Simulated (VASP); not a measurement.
The system is Se.

```
Se
1.0
     4.36620    0.00000    0.00000
    -2.18310    3.78124    0.00000
     0.00000    0.00000    4.95360
Se
3
Direct
  0.22540 0.00000 0.33333
  0.00000 0.22540 0.66667
  0.77460 0.77460 0.00000
```

| Property | Result |
| --- | --- |
| Program | VASP 6.6.1 |
| Task | relaxation of cell and atoms |
| Functional | PBE |
| Potentials or basis | VASP PAW PBE potentials, release 64 (Se) |
| Cutoff | 600 eV |
| k mesh | 12 × 12 × 10 |
| Occupations | fermi-dirac, width 0.05 eV |
| Spin | no spin polarisation |

At the start: pressure 2.9 GPa; volume 27.26 Å³/atom.

Question: Where does the relaxation end?

Answer: Over 16 steps the energy falls by 13.6 meV/atom and the volume is 29.75 Å³/atom (+9.1 %); space group P3_121 (No. 152, to 0.1 Å) before and after.

Step by step:
```tsv
step	energy change (eV)	largest force (eV/Å)	pressure (GPa)	volume (Å³)
1	0.0000	0.4329	2.91	81.78
2	-0.0049	0.5155	-2.12	87.77
3	-0.0350	0.0946	0.10	84.78
4	-0.0350	0.0851	0.15	84.72
5	-0.0363	0.0654	0.13	85.00
6	-0.0378	0.0146	0.09	85.69
7	-0.0378	0.0076	0.09	85.79
8	-0.0383	0.0186	0.02	86.16
9	-0.0392	0.0513	-0.17	87.27
10	-0.0390	0.1137	-0.50	89.50
11	-0.0394	0.0756	-0.31	88.16
12	-0.0396	0.0714	-0.29	88.23
13	-0.0399	0.0588	-0.24	88.41
14	-0.0404	0.0323	-0.12	88.79
15	-0.0406	0.0243	0.12	89.53
16	-0.0407	0.0019	0.02	89.24
```

Final structure:
```
Se
1.0
     4.51902    0.00000    0.00000
    -2.25951    3.91358    0.00000
     0.00000    0.00000    5.04605
Se
3
Direct
  0.21927 0.00000 0.33333
  0.00000 0.21927 0.66667
  0.78073 0.78073 0.00000
```
